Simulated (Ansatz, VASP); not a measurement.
**Two plane-wave programs on Ba**

Contents of INCAR:

```
ALGO     = Normal         # electronic algorithm
EDIFF    = 1E-6           # SCF threshold, eV
EDIFFG   = -0.003         # ionic threshold
ENCUT    = 600            # plane-wave cutoff, eV
GGA      = CA             # functional
IBRION   = 2              # ionic algorithm
ISIF     = 3              # what is computed and relaxed
ISMEAR   = -1             # smearing method
LASPH    = True           # aspherical terms in the spheres
LCHARG   = False          # write CHGCAR
LREAL    = False          # projectors in reciprocal space
LWAVE    = False          # write WAVECAR
NELM     = 80             # most SCF steps
NSW      = 100            # ionic steps
PREC     = Accurate       # precision mode
SIGMA    = 0.05           # smearing width, eV
```

Contents of KPOINTS:

```
k-points
0
Gamma
  14 14 14
```

POSCAR

```
Ba
1.0
   -2.5000000000      2.5000000000      2.5000000000
    2.5000000000     -2.5000000000      2.5000000000
    2.5000000000      2.5000000000     -2.5000000000
Ba
1
Direct
    0.0000000000      0.0000000000      0.0000000000
```

Input for Ansatz:

```yaml
crystal:
  lattice:
    - [-2.5, 2.5, 2.5]
    - [2.5, -2.5, 2.5]
    - [2.5, 2.5, -2.5]
  atoms:
    - { symbol: Ba, position: [0.0, 0.0, 0.0] }
kpoints:
  mp_grid: { grid: [14, 14, 14] }
scf:
  occupations: { method: fermi_dirac, width: 0.05 }
hamiltonian:
  xc: lda
  pseudopotentials: { kind: paw }
output:
  forces: true
  stress: true
  write_density: true
  write_potential: true
  elf: true
  volumetric_format: npy
relax:
  f_tol: 0.003
  max_steps: 80
  cell: {}
```

Alike in both runs: task relaxation of cell and atoms; functional LDA; k mesh 14 × 14 × 14; occupations fermi-dirac, width 0.05 eV; no spin polarisation.

```csv
,VASP,Ansatz
version,VASP 6.6.1,Ansatz 0.2.0
potentials or method,"VASP PAW LDA potentials, release 64 (Ba_sv)","PAW with Ansatz's default frozen-core files, scalar-relativistic"
plane-wave cutoff (eV),600,420
valence electrons in the cell,10,10
```

```csv
,VASP,Ansatz,Ansatz less VASP
relaxed volume (Å³/atom),54.44,53.97,-0.466
relaxed cell length with the largest relative difference (Å),4.135,4.123,-0.0118
```

LDA's correlation is that of Perdew and Zunger in VASP and of Perdew and Wang (1992) in Ansatz.

Spin-orbit coupling is off throughout.
